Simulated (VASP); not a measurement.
# ZnSe (F-43m) in VASP: single point with LDA

Aim: the single point of ZnSe with LDA.

Everything below comes from runs of VASP 6.6.1. Logs are shortened: lines on timing, memory, paths and dates and some standing lists are left out, and cuts for length are marked.

## Step 1: The cell of the first run

The structure is cubic, space group F-43m (No. 216). Conventional cell: a = 5.567 Å, b = 5.567 Å, c = 5.567 Å, α = 90.00°, β = 90.00°, γ = 90.00°. Within 3.2 Å of Zn (site symmetry -43m) lie 4 Se at 2.41 Å. Within 3.2 Å of Se (site symmetry -43m) lie 4 Zn at 2.41 Å.

## Step 2: Single point, LDA

Contents of INCAR:

```
PREC = Accurate ; ENCUT = 500
EDIFF = 1E-6 ; ISMEAR = 0
SIGMA = 0.02 ; LREAL = F
LASPH = T ; NELM = 120
ALGO = Normal ; ISIF = 2
LWAVE = F ; LCHARG = T
GGA = CA ; LELF = T
LVHAR = T ; NBANDS = 16
GGA_COMPAT = F
```

Contents of KPOINTS:

```
regular mesh
0
Gamma
  8 8 8
```

Contents of POSCAR:

```
ZnSe
1.0
    0.0000000000      2.7836603582      2.7836603582
    2.7836603582      0.0000000000      2.7836603582
    2.7836603582      2.7836603582      0.0000000000
Zn Se
1 1
Direct
    0.0000000000      0.0000000000      0.0000000000
    0.2500000000      0.2500000000      0.2500000000
```

Potentials or basis: VASP PAW LDA potentials, release 64 (Zn, Se).

Run with:

```console
$ cat potpaw_LDA.64/Zn/POTCAR potpaw_LDA.64/Se/POTCAR > POTCAR
$ mpirun -np 1 vasp_std > vasp.out
```

OUTCAR:

```text
PREC = Accurate
   ENCUT = 500
   EDIFF = 1E-6
   ISMEAR = 0
   LREAL = F
   LASPH = T
   NELM = 120
   ISIF = 2
   GGA = CA

 ion  position               nearest neighbor table
   1  0.000  0.000  0.000-   2 2.41   2 2.41   2 2.41   2 2.41
   2  0.250  0.250  0.250-   1 2.41   1 2.41   1 2.41   1 2.41

  LATTYP: Found a face centered cubic cell.
 ALAT       =     5.5673207164

  Lattice vectors:

 A1 = (   0.0000000000,   2.7836603582,   2.7836603582)
 A2 = (   2.7836603582,   0.0000000000,   2.7836603582)
 A3 = (   2.7836603582,   2.7836603582,   0.0000000000)

Analysis of symmetry for initial positions (statically):
=====================================================================
 Subroutine PRICEL returns:
 Original cell was already a primitive cell.

 Routine SETGRP: Setting up the symmetry group for a
 face centered cubic supercell.

 Subroutine GETGRP returns: Found 24 space group operations
 (whereof 24 operations were pure point group operations)
 out of a pool of 48 trial point group operations.

The static configuration has the point symmetry T_d .

Analysis of symmetry for dynamics (positions and initial velocities):
=====================================================================
 Subroutine PRICEL returns:
 Original cell was already a primitive cell.

 Routine SETGRP: Setting up the symmetry group for a
 face centered cubic supercell.

 Subroutine GETGRP returns: Found 24 space group operations
 (whereof 24 operations were pure point group operations)
 out of a pool of 48 trial point group operations.

The dynamic configuration has the point symmetry T_d .

 Subroutine INISYM returns: Found 24 space group operations
 (whereof 24 operations are pure point group operations),
 and found     1 'primitive' translations

----------------------------------------------------------------------------------------

                                     Primitive cell

  volume of cell :      43.1399

  direct lattice vectors                    reciprocal lattice vectors
     0.000000000  2.783660358  2.783660358    -0.179619614  0.179619614  0.179619614
     2.783660358  0.000000000  2.783660358     0.179619614 -0.179619614  0.179619614
     2.783660358  2.783660358  0.000000000     0.179619614  0.179619614 -0.179619614

  length of vectors
     3.936690232  3.936690232  3.936690232     0.311110298  0.311110298  0.311110298

  position of ions in fractional coordinates (direct lattice)
     0.000000000  0.000000000  0.000000000
     0.250000000  0.250000000  0.250000000

  ion indices of the primitive-cell ions
   primitive index   ion index
                 1           1
                 2           2

----------------------------------------------------------------------------------------

 KPOINTS: regular mesh

Automatic generation of k-mesh.
 Grid dimensions read from file:
 generate k-points for:    8    8    8

 Generating k-lattice:

  Cartesian coordinates                     Fractional coordinates (reciprocal lattice)
    -0.022452452  0.022452452  0.022452452     0.125000000  0.000000000  0.000000000
     0.022452452 -0.022452452  0.022452452     0.000000000  0.125000000  0.000000000
     0.022452452  0.022452452 -0.022452452     0.000000000  0.000000000  0.125000000

  Length of vectors
     0.038888787  0.038888787  0.038888787

  Shift w.r.t. Gamma in fractional coordinates (k-lattice)
     0.000000000  0.000000000  0.000000000

 Subroutine IBZKPT returns following result:
 ===========================================

 Found     29 irreducible k-points:

 Following reciprocal coordinates:
            Coordinates               Weight
  0.000000  0.000000  0.000000      1.000000
  0.125000  0.000000  0.000000      8.000000
  0.250000  0.000000  0.000000      8.000000
  0.375000  0.000000  0.000000      8.000000
  0.500000  0.000000  0.000000      4.000000
  0.125000  0.125000  0.000000      6.000000
[... 16 lines left out ...]
  0.500000  0.250000  0.125000     48.000000
 -0.375000  0.250000  0.125000     24.000000
 [... further k-points ...]
   k-points           NKPTS =     29   k-points in BZ     NKDIM =     29   number of bands    NBANDS=     16
   number of dos      NEDOS =    301   number of ions     NIONS =      2
   total plane-waves  NPLWV =  27000
   dimension x,y,z NGX =    30 NGY =   30 NGZ =   30
   dimension x,y,z NGXF=    60 NGYF=   60 NGZF=   60
   ions per type =               1   1
   NGX,Y,Z   is equivalent  to a cutoff of  12.67, 12.67, 12.67 a.u.
   NGXF,Y,Z  is equivalent  to a cutoff of  25.34, 25.34, 25.34 a.u.
 SYSTEM =  unknown system
   PREC   = accura    normal or accurate (medium, high low for compatibility)
   ISTART =      0    job   : 0-new  1-cont  2-samecut
   ICHARG =      2    charge: 1-file 2-atom 10-const
   ISPIN  =      1    spin polarized calculation?
   LNONCOLLINEAR =      F non collinear calculations
   LSORBIT =      F    spin-orbit coupling
   LASPH  =      T    aspherical Exc in radial PAW
   ENCUT  =  500.0 eV  36.75 Ry    6.06 a.u.   7.18  7.18  7.18*2*pi/ulx,y,z
   NELM   =    120;   NELMIN=  2; NELMDL= -5     # of ELM steps
   EDIFF  = 0.1E-05   stopping-criterion for ELM
   LREAL  =      F    real-space projection
   EDIFFG = 0.1E-04   stopping-criterion for IOM
   NSW    =      0    number of steps for IOM
   IBRION =     -1    ionic relax: 0-MD 1-quasi-New 2-CG
   NFREE  =      0    steps in history (QN), initial steepest desc. (CG)
   ISIF   =      2    stress and relaxation
   ISYM   =      2    0-nonsym 1-usesym 2-fastsym
   POTIM  = 0.5000    time-step for ionic-motion
   TEBEG  =    0.0;   TEEND  =   0.0 temperature during run
   PSTRESS=    0.0 pullay stress
   NELECT =      18.0000    total number of electrons
   NUPDOWN=      -1.0000    fix difference up-down
   EMIN   =  10.00;   EMAX   =-10.00  energy-range for DOS
   EFERMI =   0.00;   METHOD = LEGACY
   ISMEAR =     0;   SIGMA  =   0.02  broadening in eV -4-tet -1-fermi 0-gaus
   EFERMI_NEDOS =   21; number of points for ismear=-14 and -15
   IALGO  =     38    algorithm
   IMIX   =      4    mixing-type and parameters
     AMIX     =   0.40;   BMIX     =  1.00
     AMIX_MAG =   1.60;   BMIX_MAG =  1.00
  volume/ion in A,a.u.               =      21.57       145.56
  Fermi-wavevector in a.u.,A,eV,Ry     =   1.223318  2.311736 20.361218  1.496507
  Thomas-Fermi vector in A             =   2.358433
   LORBIT       =      0    0 simple, 1 ext, 2 COOP (PROOUT), +10 PAW based schemes
   GGA     = CA    functional components
   LHFCALC =     F    Hartree Fock is set to
   AEXX    =    0.0000 exact exchange contribution
   IVDW    =     0    specifies the selected vdW correction
   LEPSILON=     F    determine dielectric tensor
   LRPA    =     F    only Hartree local field effects (RPA)
 non-spin polarized calculation
 Gauss-broadening in eV      SIGMA  =   0.02
  energy-cutoff  :      500.00
  volume of cell :       43.14
 maximum number of plane-waves:      1108
 NGX is ok and might be reduce to    30
   NGX = 15   NGY = 15   NGZ = 15

 number of electron      17.9999987 magnetization

 Free energy of the ion-electron system (eV)
  ---------------------------------------------------
  ext. energy  EPLUGINS =         0.00000000
  ---------------------------------------------------
  free energy    TOTEN  =        -7.37165681 eV

  energy without entropy =       -7.37165681  energy(sigma->0) =       -7.37165681

 E-fermi :   2.1093     XC(G=0):  -9.9385

 val. band max:        1.9930531882   @ k =   0.0000   0.0000   0.0000
 cond. band min:       3.2832710821   @ k =   0.0000   0.0000   0.0000
 fundamental gap:      1.2902178939
 Fermi energy:         2.1093468843

 k-point     1 :       0.0000    0.0000    0.0000
  band No.  band energies     occupation
      1     -11.6545      2.00000
      2      -4.8932      2.00000
      3      -4.8932      2.00000
      4      -4.8932      2.00000
      5      -4.4845      2.00000
      6      -4.4845      2.00000
[... 8 lines left out ...]
     15      13.5841      0.00000
     16      13.5841      0.00000

 k-point     2 :       0.1250    0.0000    0.0000
  band No.  band energies     occupation
      1     -11.5425      2.00000
      2      -4.8894      2.00000
      3      -4.8757      2.00000
      4      -4.8757      2.00000
      5      -4.4863      2.00000
      6      -4.4863      2.00000
[... 8 lines left out ...]
     15      12.6948      0.00000
     16      12.7399      0.00000

 k-point     3 :       0.2500    0.0000    0.0000
  band No.  band energies     occupation
      1     -11.2498      2.00000
      2      -4.8390      2.00000
      3      -4.8372      2.00000
      4      -4.8372      2.00000
      5      -4.4848      2.00000
      6      -4.4848      2.00000
[... 8 lines left out ...]
     15      12.4434      0.00000
     16      12.5644      0.00000

 k-point     4 :       0.3750    0.0000    0.0000
  band No.  band energies     occupation
      1     -10.9174      2.00000
      2      -4.8068      2.00000
      3      -4.8068      2.00000
      4      -4.6342      2.00000
      5      -4.4727      2.00000
      6      -4.4727      2.00000
[... 8 lines left out ...]
     15      13.6273      0.00000
     16      13.6273      0.00000
[... 324 lines left out ...]
 k-point    22 :       0.3750    0.2500    0.1250
  band No.  band energies     occupation
      1     -11.0198      2.00000
      2      -4.8601      2.00000
      3      -4.7820      2.00000
      4      -4.7555      2.00000
      5      -4.5023      2.00000
      6      -4.4565      2.00000
[... 8 lines left out ...]
     15      14.3656      0.00000
     16      15.5446      0.00000

 k-point    23 :       0.5000    0.2500    0.1250
  band No.  band energies     occupation
      1     -10.7411      2.00000
      2      -4.7942      2.00000
      3      -4.7559      2.00000
      4      -4.6222      2.00000
      5      -4.4719      2.00000
      6      -4.4153      2.00000
[... 8 lines left out ...]
     15      14.6839      0.00000
     16      15.7703      0.00000

 k-point    24 :      -0.3750    0.2500    0.1250
  band No.  band energies     occupation
      1     -10.6162      2.00000
      2      -4.7842      2.00000
      3      -4.7390      2.00000
      4      -4.5255      2.00000
      5      -4.4774      2.00000
      6      -4.2454      2.00000
[... 8 lines left out ...]
     15      14.7919      0.00000
     16      15.6729      0.00000

 [... further k-points ...]

------------------------ aborting loop because EDIFF is reached ----------------------------------------

  FORCE on cell =-STRESS in cart. coord.  units (eV):
  Direction    XX          YY          ZZ          XY          YZ          ZX
  --------------------------------------------------------------------------------------
  -------------------------------------------------------------------------------------
  Total        0.1001200      0.1001200      0.1001200      0.0000000      0.0000000     -0.0000000
  in kB        3.7183701      3.7183701      3.7183701      0.0000000      0.0000000     -0.0000000
  external PRESSURE =       3.7183701 kB  Pullay stress =       0.0000000 kB

 VOLUME and BASIS-vectors are now :
 -----------------------------------------------------------------------------
  energy-cutoff  :      500.00
  volume of cell :       43.14
      direct lattice vectors                 reciprocal lattice vectors
     0.000000000  2.783660358  2.783660358    -0.179619614  0.179619614  0.179619614
     2.783660358  0.000000000  2.783660358     0.179619614 -0.179619614  0.179619614
     2.783660358  2.783660358  0.000000000     0.179619614  0.179619614 -0.179619614

 POSITION                                       TOTAL-FORCE (eV/Angst)
 -----------------------------------------------------------------------------------
      0.00000      0.00000      0.00000         0.000000      0.000000     -0.000000
      1.39183      1.39183      1.39183        -0.000000     -0.000000      0.000000
 -----------------------------------------------------------------------------------
    total drift:                               -0.000000     -0.000000      0.000000

  FREE ENERGIE OF THE ION-ELECTRON SYSTEM (eV)
  ---------------------------------------------------
  free  energy   TOTEN  =        -7.3716568088 eV

  energy  without entropy=       -7.3716568088  energy(sigma->0) =       -7.37165681
```

Wall time 8.6 s (1 thread of Intel Xeon 6975P-C (Granite Rapids), shared host); peak memory 0.15 GiB.

Results:

```yaml
Free_energy: -7.3717 eV
Pressure: 0.4 GPa
Band_gap_on_the_k_mesh: 1.29 eV
```
